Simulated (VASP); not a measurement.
Wanted: the native input for a VASP 6.6.1 run.

* Task: single point
* Functional: LDA
* Potentials or basis: VASP PAW LDA potentials, release 64 (Ga_d, Sb)
* Cutoff: 520 eV
* k mesh: 8 × 8 × 8
* Occupations: gaussian, width 0.01 eV
* Spin: no spin polarisation
* Dipole correction: no
* Further INCAR settings: ALGO = Normal; EDIFF = 1e-06; NBANDS = 16

The structure of GaSb (vib) lies in POSCAR:

```
GaSb
1.0
    0.0000000000      3.0234172919      3.0234172919
    3.0234172919      0.0000000000      3.0234172919
    3.0234172919      3.0234172919      0.0000000000
Ga Sb
1 1
Direct
    0.0000000000      0.0000000000      0.0000000000
    0.2500000000      0.2500000000      0.2500000000
```

These files were run (other wordings do the same):

INCAR

```
SYSTEM = GaSb
PREC = Accurate
ENCUT = 520
EDIFF = 1E-6
ISMEAR = 0
SIGMA = 0.01
LREAL = .False.
LASPH = .True.
NELM = 80
ALGO = Normal
ISIF = 2
LWAVE = .False.
LCHARG = .True.
LELF = .True.
LVHAR = .True.
NBANDS = 16
```

KPOINTS

```
regular mesh
0
Gamma
  8 8 8
  0 0 0
```

Potentials or basis: VASP PAW LDA potentials, release 64 (Ga_d, Sb).

Launch:

```bash
$ cat potpaw_LDA.64/Ga_d/POTCAR potpaw_LDA.64/Sb/POTCAR > POTCAR
$ mpirun -np 1 vasp_std > vasp.out
```

It gave:

- Pressure: 0.2 GPa
- Band gap on the k mesh: 0.13 eV, direct

Caveat: spin-orbit coupling is left out, which moves the levels of the heavy elements.

Run time: 18 s on 1 thread of Intel(R) Xeon(R) Platinum 8175M CPU @ 2.50GHz (Skylake/Cascade Lake) (shared host), peak memory 0.17 GiB.
